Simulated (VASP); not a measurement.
Ba: single point with PBEsol

Ba:

```
Ba
1.0
     0.00000    3.60433    3.60433
     3.60433    0.00000    3.60433
     3.60433    3.60433    0.00000
Ba
2
Direct
  0.12500 0.12500 0.12500
  0.87500 0.87500 0.87500
```

This cell differs from its parent crystal: volume scaled by 0.92.

- Program: VASP 6.6.1
- Task: single point
- Functional: PBEsol
- Potentials or basis: VASP PAW PBE potentials, release 64 (Ba_sv)
- Cutoff: 520 eV
- k mesh: 8 × 8 × 8
- Occupations: fermi-dirac, width 0.1 eV
- Spin: no spin polarisation
- Dipole correction: no
- Further INCAR settings: ALGO = Normal; EDIFF = 1e-06; NBANDS = 17

```json
{
  "Pressure": "2.6 GPa",
  "Band gap on the k mesh": "zero (band 10 reaches 2.39 eV, above the bottom of band 11 at 2.15 eV)"
}
```

Levels at points of the mesh, in eV from the Fermi level:
```
           k point  band 6  band 7  band 8  band 9  band 10  band 11  band 12  band 13  band 14  band 15
(0.00, 0.00, 0.00)  -13.23  -13.23  -13.23   -1.97     0.13     0.13     1.70     1.70     1.70     3.80
(0.50, 0.00, 0.00)  -13.02  -12.91  -12.91   -0.19     0.20     0.29     0.29     1.20     1.20     2.90
(0.50, 0.50, 0.00)  -14.06  -12.57  -12.57   -0.83    -0.83     1.22     1.22     2.63     2.63     2.74
```

It took 26 s on 1 thread of Intel(R) Xeon(R) Platinum 8488C (Sapphire Rapids), with other jobs on the host, peak memory 0.24 GiB.

Caveat: the PAW data sets were made with another functional, which shifts forces and pressure a little; spin-orbit coupling is left out, which moves the levels of the heavy elements.
